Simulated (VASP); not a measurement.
Here is a VASP 6.6.1 calculation.

The input INCAR:

```
SYSTEM = Al7As8
ALGO     = Normal         ! electronic algorithm
EDIFF    = 1E-7           ! SCF threshold, eV
EDIFFG   = -0.025         ! ionic threshold
ENCUT    = 450            ! plane-wave cutoff, eV
GGA      = PE             ! functional
GGA_COMPAT= .FALSE.      
IBRION   = 2              ! ionic algorithm
ISIF     = 2              ! what is computed and relaxed
ISMEAR   = 0              ! smearing method
ISPIN    = 2              ! spin polarisation
KPAR     = 4            
LASPH    = .TRUE.         ! aspherical terms in the spheres
LCHARG   = .FALSE.        ! write CHGCAR
LORBIT   = 11             ! projections on sites
LREAL    = .FALSE.        ! projectors in reciprocal space
LWAVE    = .FALSE.        ! write WAVECAR
MAGMOM   = 0 0 0 0 0 0 0 0.25 0 0 0 0.25 0.25 0.25 0 ! initial moments
NELM     = 200            ! most SCF steps
NELMIN   = 4            
NSW      = 65             ! ionic steps
PREC     = Accurate       ! precision mode
SIGMA    = 0.01           ! smearing width, eV
```

File KPOINTS:

```
k-points
0
G
  3 3 3
  0 0 0
```

The input POSCAR:

```
Al7As8
1.0
    0.0000000000      5.7279123196     -5.7279123196
    5.7279123196      5.7279123196      0.0000000000
    5.7279123196      0.0000000000     -5.7279123196
Al As
7 8
Direct
    0.0000000000      0.5000000000      0.5000000000
    0.5000000000      0.0000000000      0.5000000000
    0.5000000000      0.5000000000      0.5000000000
    0.0000000000      0.0000000000      1.0000000000
    0.0000000000      0.5000000000      1.0000000000
    0.5000000000      0.0000000000      1.0000000000
    0.5000000000      0.5000000000      1.0000000000
    0.1250000000      0.1250000000      0.1250000000
    0.1250000000      0.6250000000      0.1250000000
    0.6250000000      0.1250000000      0.1250000000
    0.6250000000      0.6250000000      0.1250000000
    0.1250000000      0.1250000000      0.6250000000
    0.1250000000      0.6250000000      0.6250000000
    0.6250000000      0.1250000000      0.6250000000
    0.6250000000      0.6250000000      0.6250000000
```

Potentials or basis: VASP PAW PBE potentials, release 64 (Al, As).

Launch:

```bash
$ cat potpaw_PBE.64/Al/POTCAR potpaw_PBE.64/As/POTCAR > POTCAR
$ mpirun -np 4 vasp_std > vasp.out
```

**Question.** Predict the site moments.

**Answer.** Al +0.00; As +0.02, -0.00 (each value once) μB.

**Question.** Estimate the energy gained by relaxing.

**Answer.** 0.3 meV/atom.

Final structure:
```yaml
crystal:
  lattice:
    - [0.00000, 5.72791, -5.72791]
    - [5.72791, 5.72791, 0.00000]
    - [5.72791, 0.00000, -5.72791]
  atoms:
    - { symbol: Al, position: [0.99991, 0.50009, 0.49991] }
    - { symbol: Al, position: [0.50009, 0.99991, 0.49991] }
    - { symbol: Al, position: [0.50009, 0.50009, 0.49991] }
    - { symbol: Al, position: [0.99991, 0.99991, 0.00009] }
    - { symbol: Al, position: [0.99991, 0.50009, 0.00009] }
    - { symbol: Al, position: [0.50009, 0.99991, 0.00009] }
    - { symbol: Al, position: [0.50000, 0.50000, 0.00000] }
    - { symbol: As, position: [0.12355, 0.12355, 0.12935] }
    - { symbol: As, position: [0.12493, 0.62502, 0.12502] }
    - { symbol: As, position: [0.62502, 0.12493, 0.12502] }
    - { symbol: As, position: [0.62502, 0.62502, 0.12502] }
    - { symbol: As, position: [0.12355, 0.12355, 0.62355] }
    - { symbol: As, position: [0.12355, 0.62935, 0.62355] }
    - { symbol: As, position: [0.62935, 0.12355, 0.62355] }
    - { symbol: As, position: [0.62502, 0.62502, 0.62493] }
```

Caveat: the cell differs from its parent crystal (atoms taken out).
